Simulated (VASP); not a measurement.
# Ru (P6_3/mmc) in VASP: notebook

Ru is run at these levels: PBEsol; tasks: single point.

Everything below comes from runs of VASP 6.6.1. Logs are shortened: lines on timing, memory, paths and dates and some standing lists are left out, and cuts for length are marked.

## (1) The cell of the first run

Symmetry: P6_3/mmc, No. 194, hexagonal system. Conventional cell: a = 2.625 Å, b = 2.625 Å, c = 4.153 Å, α = 90.00°, β = 90.00°, γ = 120.00°. Ru (site symmetry -6m2) has 12 Ru at 2.57 to 2.62 Å within 3.4 Å.

## (2) Single point, PBEsol (strain -0.030 along x and y, -0.030 along z)

Contents of INCAR:

```
SYSTEM = Ru
PREC     = Accurate       ! precision mode
ENCUT    = 520            ! plane-wave cutoff, eV
EDIFF    = 1E-6           ! SCF threshold, eV
ISMEAR   = 0              ! smearing method
SIGMA    = 0.15           ! smearing width, eV
LREAL    = .FALSE.        ! projectors in reciprocal space
LASPH    = .TRUE.         ! aspherical terms in the spheres
NELM     = 80             ! most SCF steps
ALGO     = Fast           ! electronic algorithm
ISIF     = 2              ! what is computed and relaxed
LWAVE    = .FALSE.        ! write WAVECAR
LCHARG   = .FALSE.        ! write CHGCAR
GGA      = PS             ! functional
NBANDS   = 21             ! bands
```

Contents of KPOINTS:

```
Automatic mesh
0
G
  24 24 12
  0 0 0
```

Contents of POSCAR:

```
Ru
1.0
    2.6246253542      0.0000000000      0.0000000000
   -1.3123126771      2.2729922322      0.0000000000
    0.0000000000      0.0000000000      4.1534430000
Ru
2
Direct
    0.3333333333      0.6666666667      0.2500000000
    0.6666666667      0.3333333333      0.7500000000
```

Potentials or basis: VASP PAW PBE potentials, release 64 (Ru_pv).

Run with:

```bash
cat potpaw_PBE.64/Ru_pv/POTCAR > POTCAR
mpirun -np 1 vasp_std > vasp.out
```

OUTCAR:

```text
SYSTEM = Ru
   PREC = Accurate
   ENCUT = 520
   EDIFF = 1E-6
   ISMEAR = 0
   LREAL = .FALSE.
   LASPH = .TRUE.
   NELM = 80
   ISIF = 2
   GGA = PS

 ion  position               nearest neighbor table
   1  0.333  0.667  0.250-   2 2.57   2 2.57   2 2.57   2 2.57   2 2.57   2 2.57
   2  0.667  0.333  0.750-   1 2.57   1 2.57   1 2.57   1 2.57   1 2.57   1 2.57

  LATTYP: Found a hexagonal cell.
 ALAT       =     2.6246253542
 C/A-ratio  =     1.5824898564

  Lattice vectors:

 A1 = (   2.6246253542,   0.0000000000,   0.0000000000)
 A2 = (  -1.3123126771,   2.2729922322,   0.0000000000)
 A3 = (   0.0000000000,   0.0000000000,   4.1534430000)

Analysis of symmetry for initial positions (statically):
=====================================================================
 Subroutine PRICEL returns:
 Original cell was already a primitive cell.

 Routine SETGRP: Setting up the symmetry group for a
 hexagonal supercell.

 Subroutine GETGRP returns: Found 24 space group operations
 (whereof 12 operations were pure point group operations)
 out of a pool of 24 trial point group operations.

The static configuration has the point symmetry D_3d.
 The point group associated with its full space group is D_6h.

Analysis of symmetry for dynamics (positions and initial velocities):
=====================================================================
 Subroutine PRICEL returns:
 Original cell was already a primitive cell.

 Routine SETGRP: Setting up the symmetry group for a
 hexagonal supercell.

 Subroutine GETGRP returns: Found 24 space group operations
 (whereof 12 operations were pure point group operations)
 out of a pool of 24 trial point group operations.

The dynamic configuration has the point symmetry D_3d.
 The point group associated with its full space group is D_6h.

 Subroutine INISYM returns: Found 24 space group operations
 (whereof 12 operations are pure point group operations),
 and found     1 'primitive' translations

----------------------------------------------------------------------------------------

                                     Primitive cell

  volume of cell :      24.7784

  direct lattice vectors                    reciprocal lattice vectors
     2.624625354  0.000000000  0.000000000     0.381006759  0.219974355  0.000000000
    -1.312312677  2.272992232  0.000000000     0.000000000  0.439948710  0.000000000
     0.000000000  0.000000000  4.153443000     0.000000000  0.000000000  0.240764108

  length of vectors
     2.624625354  2.624625354  4.153443000     0.439948710  0.439948710  0.240764108

  position of ions in fractional coordinates (direct lattice)
     0.333333333  0.666666667  0.250000000
     0.666666667  0.333333333  0.750000000

  ion indices of the primitive-cell ions
   primitive index   ion index
                 1           1
                 2           2

----------------------------------------------------------------------------------------

 KPOINTS: Automatic mesh

Automatic generation of k-mesh.
 Grid dimensions read from file:
 generate k-points for:   24   24   12

 Generating k-lattice:

  Cartesian coordinates                     Fractional coordinates (reciprocal lattice)
     0.015875282  0.009165598  0.000000000     0.041666667  0.000000000  0.000000000
     0.000000000  0.018331196  0.000000000     0.000000000  0.041666667  0.000000000
     0.000000000  0.000000000  0.020063676     0.000000000  0.000000000  0.083333333

  Length of vectors
     0.018331196  0.018331196  0.020063676

  Shift w.r.t. Gamma in fractional coordinates (k-lattice)
     0.000000000  0.000000000  0.000000000

 Subroutine IBZKPT returns following result:
 ===========================================

 Found    427 irreducible k-points:

 Following reciprocal coordinates:
            Coordinates               Weight
  0.000000  0.000000  0.000000      1.000000
  0.041667  0.000000  0.000000      6.000000
  0.083333  0.000000  0.000000      6.000000
  0.125000 -0.000000  0.000000      6.000000
  0.166667  0.000000  0.000000      6.000000
  0.208333  0.000000  0.000000      6.000000
[... 16 lines left out ...]
  0.416667  0.041667  0.000000     12.000000
  0.458333  0.041667  0.000000     12.000000
 [... further k-points ...]
   k-points           NKPTS =    427   k-points in BZ     NKDIM =    427   number of bands    NBANDS=     21
   number of dos      NEDOS =    301   number of ions     NIONS =      2
   total plane-waves  NPLWV =  12800
   dimension x,y,z NGX =    20 NGY =   20 NGZ =   32
   dimension x,y,z NGXF=    40 NGYF=   40 NGZF=   64
   ions per type =               2
   NGX,Y,Z   is equivalent  to a cutoff of  12.67, 12.67, 12.81 a.u.
   NGXF,Y,Z  is equivalent  to a cutoff of  25.34, 25.34, 25.62 a.u.
 SYSTEM =  Ru
   PREC   = accura    normal or accurate (medium, high low for compatibility)
   ISTART =      0    job   : 0-new  1-cont  2-samecut
   ICHARG =      2    charge: 1-file 2-atom 10-const
   ISPIN  =      1    spin polarized calculation?
   LNONCOLLINEAR =      F non collinear calculations
   LSORBIT =      F    spin-orbit coupling
   LASPH  =      T    aspherical Exc in radial PAW
   ENCUT  =  520.0 eV  38.22 Ry    6.18 a.u.   4.88  4.88  7.72*2*pi/ulx,y,z
   NELM   =     80;   NELMIN=  2; NELMDL= -5     # of ELM steps
   EDIFF  = 0.1E-05   stopping-criterion for ELM
   LREAL  =      F    real-space projection
   EDIFFG = 0.1E-04   stopping-criterion for IOM
   NSW    =      0    number of steps for IOM
   IBRION =     -1    ionic relax: 0-MD 1-quasi-New 2-CG
   NFREE  =      0    steps in history (QN), initial steepest desc. (CG)
   ISIF   =      2    stress and relaxation
   ISYM   =      2    0-nonsym 1-usesym 2-fastsym
   POTIM  = 0.5000    time-step for ionic-motion
   TEBEG  =    0.0;   TEEND  =   0.0 temperature during run
   PSTRESS=    0.0 pullay stress
   NELECT =      28.0000    total number of electrons
   NUPDOWN=      -1.0000    fix difference up-down
   EMIN   =  10.00;   EMAX   =-10.00  energy-range for DOS
   EFERMI =   0.00;   METHOD = LEGACY
   ISMEAR =     0;   SIGMA  =   0.15  broadening in eV -4-tet -1-fermi 0-gaus
   EFERMI_NEDOS =   21; number of points for ismear=-14 and -15
   IALGO  =     68    algorithm
   IMIX   =      4    mixing-type and parameters
     AMIX     =   0.40;   BMIX     =  1.00
     AMIX_MAG =   1.60;   BMIX_MAG =  1.00
  volume/ion in A,a.u.               =      12.39        83.61
  Fermi-wavevector in a.u.,A,eV,Ry     =   1.705178  3.222319 39.560725  2.907631
  Thomas-Fermi vector in A             =   2.784446
   LORBIT       =      0    0 simple, 1 ext, 2 COOP (PROOUT), +10 PAW based schemes
   GGA     = PS    functional components
   LHFCALC =     F    Hartree Fock is set to
   AEXX    =    0.0000 exact exchange contribution
   IVDW    =     0    specifies the selected vdW correction
   LEPSILON=     F    determine dielectric tensor
   LRPA    =     F    only Hartree local field effects (RPA)
 non-spin polarized calculation
 RMM-DIIS sequential band-by-band and
 Gauss-broadening in eV      SIGMA  =   0.15
  energy-cutoff  :      520.00
  volume of cell :       24.78
 maximum number of plane-waves:       699
 NGX is ok and might be reduce to    20
   NGX =  9   NGY =  9   NGZ = 15

 number of electron      27.9999997 magnetization

 Free energy of the ion-electron system (eV)
  ---------------------------------------------------
  ext. energy  EPLUGINS =         0.00000000
  ---------------------------------------------------
  free energy    TOTEN  =       -20.18599403 eV

  energy without entropy =      -20.16833611  energy(sigma->0) =      -20.17716507

 E-fermi :  14.4687     XC(G=0): -14.8551

 val. band max:       14.4554849497   @ k =   0.2917   0.0000   0.1667
 cond. band min:      14.4696853630   @ k =   0.2917   0.0833   0.0000
 fundamental gap:      0.0142004133
 Fermi energy:        14.4686613936

 k-point     1 :       0.0000    0.0000    0.0000
  band No.  band energies     occupation
      1     -29.5505      2.00000
      2     -28.2860      2.00000
      3     -28.2860      2.00000
      4     -28.0598      2.00000
      5     -28.0598      2.00000
      6     -28.0026      2.00000
[... 13 lines left out ...]
     20      24.6283      0.00000
     21      25.9083      0.00000

 k-point     2 :       0.0417    0.0000    0.0000
  band No.  band energies     occupation
      1     -29.5424      2.00000
      2     -28.3036      2.00000
      3     -28.2919      2.00000
      4     -28.0782      2.00000
      5     -28.0620      2.00000
      6     -28.0062      2.00000
[... 13 lines left out ...]
     20      24.6283      0.00000
     21      25.8990      0.00000

 k-point     3 :       0.0833    0.0000    0.0000
  band No.  band energies     occupation
      1     -29.5186      2.00000
      2     -28.3552      2.00000
      3     -28.3091      2.00000
      4     -28.1317      2.00000
      5     -28.0688      2.00000
      6     -28.0172      2.00000
[... 13 lines left out ...]
     20      24.6284      0.00000
     21      25.8671      0.00000

 k-point     4 :       0.1250   -0.0000    0.0000
  band No.  band energies     occupation
      1     -29.4797      2.00000
      2     -28.4372      2.00000
      3     -28.3360      2.00000
      4     -28.2159      2.00000
      5     -28.0801      2.00000
      6     -28.0357      2.00000
[... 13 lines left out ...]
     20      24.6282      0.00000
     21      25.8039      0.00000

 k-point     5 :       0.1667    0.0000    0.0000
  band No.  band energies     occupation
      1     -29.4271      2.00000
      2     -28.5440      2.00000
      3     -28.3702      2.00000
      4     -28.3236      2.00000
      5     -28.0955      2.00000
      6     -28.0616      2.00000
[... 13 lines left out ...]
     20      24.6282      0.00000
     21      25.7056      0.00000

 k-point     6 :       0.2083    0.0000    0.0000
  band No.  band energies     occupation
      1     -29.3627      2.00000
      2     -28.6682      2.00000
      3     -28.4463      2.00000
      4     -28.4091      2.00000
      5     -28.1141      2.00000
      6     -28.0949      2.00000
[... 13 lines left out ...]
     20      24.6281      0.00000
     21      25.5780      0.00000

 k-point     7 :       0.2500   -0.0000    0.0000
  band No.  band energies     occupation
      1     -29.2887      2.00000
      2     -28.8012      2.00000
      3     -28.5750      2.00000
      4     -28.4498      2.00000
      5     -28.1354      2.00000
      6     -28.1348      2.00000
[... 13 lines left out ...]
     20      24.6279      0.00000
     21      25.4355      0.00000
[... 291 lines left out ...]
      1     -29.1617      2.00000
      2     -28.9948      2.00000
      3     -28.7679      2.00000
      4     -28.5103      2.00000
      5     -28.2109      2.00000
      6     -28.1767      2.00000
[... 13 lines left out ...]
     20      25.2199      0.00000
     21      27.6291      0.00000

 k-point    21 :       0.3333    0.0417    0.0000
  band No.  band energies     occupation
      1     -29.1088      2.00000
      2     -29.0786      2.00000
      3     -28.8694      2.00000
      4     -28.5476      2.00000
      5     -28.2648      2.00000
      6     -28.1964      2.00000
[... 13 lines left out ...]
     20      25.3785      0.00000
     21      26.4933      0.00000

 k-point    22 :       0.3750    0.0417    0.0000
  band No.  band energies     occupation
      1     -29.2016      2.00000
      2     -29.0004      2.00000
      3     -28.9515      2.00000
      4     -28.5773      2.00000
      5     -28.3190      2.00000
      6     -28.2126      2.00000
[... 13 lines left out ...]
     20      26.0755      0.00000
     21      26.2778      0.00000

 k-point    23 :       0.4167    0.0417    0.0000
  band No.  band energies     occupation
      1     -29.2669      2.00000
      2     -29.0091      2.00000
      3     -28.9358      2.00000
      4     -28.5979      2.00000
      5     -28.3666      2.00000
      6     -28.2242      2.00000
[... 13 lines left out ...]
     20      26.1665      0.00000
     21      26.9841      0.00000

 k-point    24 :       0.4583    0.0417    0.0000
  band No.  band energies     occupation
      1     -29.3006      2.00000
      2     -29.0388      2.00000
      3     -28.8974      2.00000
      4     -28.6085      2.00000
      5     -28.3962      2.00000
      6     -28.2302      2.00000
[... 13 lines left out ...]
     20      27.3930      0.00000
     21      27.8589      0.00000

 [... further k-points ...]

------------------------ aborting loop because EDIFF is reached ----------------------------------------

  FORCE on cell =-STRESS in cart. coord.  units (eV):
  Direction    XX          YY          ZZ          XY          YZ          ZX
  --------------------------------------------------------------------------------------
  -------------------------------------------------------------------------------------
  Total        4.6437432      4.6437432      4.6636457      0.0000000      0.0000000     -0.0000000
  in kB      300.2653739    300.2653739    301.5522742      0.0000000      0.0000000     -0.0000000
  external PRESSURE =     300.6943406 kB  Pullay stress =       0.0000000 kB

 VOLUME and BASIS-vectors are now :
 -----------------------------------------------------------------------------
  energy-cutoff  :      520.00
  volume of cell :       24.78
      direct lattice vectors                 reciprocal lattice vectors
     2.624625354  0.000000000  0.000000000     0.381006759  0.219974355  0.000000000
    -1.312312677  2.272992232  0.000000000     0.000000000  0.439948710  0.000000000
     0.000000000  0.000000000  4.153443000     0.000000000  0.000000000  0.240764108

 POSITION                                       TOTAL-FORCE (eV/Angst)
 -----------------------------------------------------------------------------------
     -0.00000      1.51533      1.03836        -0.000000      0.000000      0.000000
      1.31231      0.75766      3.11508         0.000000     -0.000000      0.000000
 -----------------------------------------------------------------------------------
    total drift:                               -0.000000      0.000000     -0.000000

  FREE ENERGIE OF THE ION-ELECTRON SYSTEM (eV)
  ---------------------------------------------------
  free  energy   TOTEN  =       -20.1859940321 eV

  energy  without entropy=      -20.1683361088  energy(sigma->0) =      -20.17716507
```

Wall time 3.5 min (1 thread of Intel Xeon 8259CL, shared host); peak memory 0.28 GiB.

Results:

```yaml
Free_energy: -20.1860 eV
Pressure: 30.1 GPa
Band_gap_on_the_k_mesh: zero (bands 14 and 15 overlap by 3.68 eV)
```

Levels at points of the mesh, in eV from the Fermi level:
```csv
k point,band 11,band 12,band 13,band 14,band 15,band 16,band 17,band 18
"(0.00, 0.00, 0.00)",-2.81,-2.23,-2.23,-1.62,-1.62,1.34,1.34,1.35
"(0.50, 0.00, 0.00)",-2.37,-1.99,-1.74,1.66,2.15,2.23,4.58,6.79
"(0.00, 0.00, 0.50)",-3.20,-3.20,-3.06,-3.06,0.63,0.63,0.63,0.63
"(0.50, 0.00, 0.50)",-1.24,-1.24,0.48,0.48,1.96,1.96,3.74,3.74
```

Caveat: the cell differs from its parent crystal (strain -0.030 along x and y, -0.030 along z); the cell stands under pressure; the PAW data sets were made with another functional, which shifts forces and pressure a little.

## (3) Single point, PBEsol (strain -0.030 along x and y, -0.015 along z)

Contents of INCAR:

```
PREC = Accurate
ENCUT = 520
EDIFF = 1E-7
ISMEAR = 0
SIGMA = 0.15
LREAL = F
LASPH = T
NELM = 80
ALGO = Fast
ISIF = 2
LWAVE = F
LCHARG = F
GGA = PS
NBANDS = 21
```

Contents of KPOINTS:

```
Automatic mesh
0
Gamma
  24 24 12
```

Changes to POSCAR since step 2:

```diff
@@ -4,3 +4,3 @@
    -1.3123126771      2.2729922322      0.0000000000
-    0.0000000000      0.0000000000      4.1534430000
+    0.0000000000      0.0000000000      4.2176715000
 Ru
```

Potentials or basis: VASP PAW PBE potentials, release 64 (Ru_pv).

Run with:

```bash
cat potpaw_PBE.64/Ru_pv/POTCAR > POTCAR
mpirun -np 1 vasp_std > vasp.out
```

It took 4.1 min on 1 thread of Intel Xeon 8259CL, shared host; peak memory 0.28 GiB.

Results (log left out):

| Property | Result |
| --- | --- |
| Free energy | -20.2417 eV |
| Pressure | 22.7 GPa |
| Band gap on the k mesh | zero (bands 14 and 15 overlap by 3.61 eV) |

Stress tensor (GPa, compression positive):
```
25.81  0.00  0.00
 0.00 25.81  0.00
 0.00  0.00 16.45
```

Levels at points of the mesh, in eV from the Fermi level:
| k point | band 10 | band 11 | band 12 | band 13 | band 14 | band 15 | band 16 | band 17 | band 18 | band 19 |
| --- | --- | --- | --- | --- | --- | --- | --- | --- | --- | --- |
| (0.00, 0.00, 0.00) | -2.93 | -2.90 | -2.19 | -2.19 | -1.44 | -1.44 | 1.13 | 1.32 | 1.32 | 10.16 |
| (0.50, 0.00, 0.00) | -3.29 | -2.43 | -1.91 | -1.79 | 1.73 | 2.11 | 2.17 | 4.52 | 6.71 | 11.74 |
| (0.00, 0.00, 0.50) | -3.10 | -3.07 | -3.07 | -3.07 | -3.07 | 0.61 | 0.61 | 0.61 | 0.61 | 10.18 |
| (0.50, 0.00, 0.50) | -5.16 | -1.15 | -1.15 | 0.48 | 0.48 | 1.99 | 1.99 | 3.69 | 3.69 | 10.17 |

Caveat: the cell differs from its parent crystal (strain -0.030 along x and y, -0.015 along z); the cell stands under pressure; the PAW data sets were made with another functional, which shifts forces and pressure a little.

[end of part 1 of 2]
